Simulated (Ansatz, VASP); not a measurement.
## TaN in VASP and in Ansatz

Contents of INCAR:

```
  PREC = Accurate
  ENCUT = 520
  EDIFF = 1E-6
  ISMEAR = 0
  SIGMA = 0.15
  LREAL = False
  LASPH = True
  NELM = 60
  ALGO = Normal
  ISIF = 2
  LWAVE = False
  LCHARG = False
  GGA = PE
  NBANDS = 24
```

File KPOINTS:

```
regular mesh
0
Gamma
  18 18 10
```

File POSCAR:

```
TaN
1.0
    3.0500010905      0.0000000000      0.0000000000
   -1.5250005453      2.6413784260      0.0000000000
    0.0000000000      0.0000000000      4.7918000000
Ta N
2 2
Direct
    0.3333333333      0.6666666667      0.0000000000
    0.6666666667      0.3333333333      0.5000000000
    0.3333333333      0.6666666667      0.3850000000
    0.6666666667      0.3333333333      0.8850000000
```

Input for Ansatz:

```yaml
crystal:
  lattice:
    - [3.0500010905, 0.0, 0.0]
    - [-1.5250005453, 2.641378426, 0.0]
    - [0.0, 0.0, 4.7918]
  atoms:
    - { symbol: Ta, position: [0.3333333333, 0.6666666667, 0.0] }
    - { symbol: Ta, position: [0.6666666667, 0.3333333333, 0.5] }
    - { symbol: "N", position: [0.3333333333, 0.6666666667, 0.385] }
    - { symbol: "N", position: [0.6666666667, 0.3333333333, 0.885] }
basis:
  ecutwfc: 420
kpoints:
  mp_grid: { grid: [18, 18, 10] }
hamiltonian:
  xc: pbe
scf:
  occupations: { method: gaussian, width: 0.15 }
output:
  forces: true
  stress: true
  eigenvalues: true
```

Change from the starting cell: strain -0.0300 x Voigt [0, 0, 1, 0, 0, 0], atoms carried along.

Alike in both runs: task single point; functional PBE; k mesh 18 × 18 × 10; occupations gaussian, width 0.15 eV; no spin polarisation.

|  | VASP | Ansatz |
| --- | --- | --- |
| version | VASP 6.6.1 | Ansatz 0.2.0 |
| potentials or method | VASP PAW PBE potentials, release 64 (Ta_pv, N), cutoff 520 eV | scalar-relativistic, plane waves, PAW |
| valence electrons in the cell | 32 | 36 |

VASP gave:

* gap on the k mesh at the Fermi level (eV): none
* pressure (GPa): 162.4
* traceless stress, the component that is largest in VASP (GPa): -6.90
* rms of the force components (eV/Å): 0.379

Q: Estimate Ansatz's values.

A: gap on the k mesh at the Fermi level (eV): none; pressure (GPa): 158.7; traceless stress, the component that is largest in VASP (GPa): -6.92; rms of the force components (eV/Å): 0.381.

Atom by atom the forces differ by 0.002 eV/Å (rms over components). A gap of «none» marks a metal or a gap that the smearing closes. Both programs put the cell under a high pressure, so it lies far from rest at this level. VASP's potentials hold 32 valence electrons a cell and Ansatz's 36, so a difference there can come from the potentials and not from the codes.

Spin-orbit coupling is off throughout. Noted on VASP's run: the cell as given lies far from equilibrium.
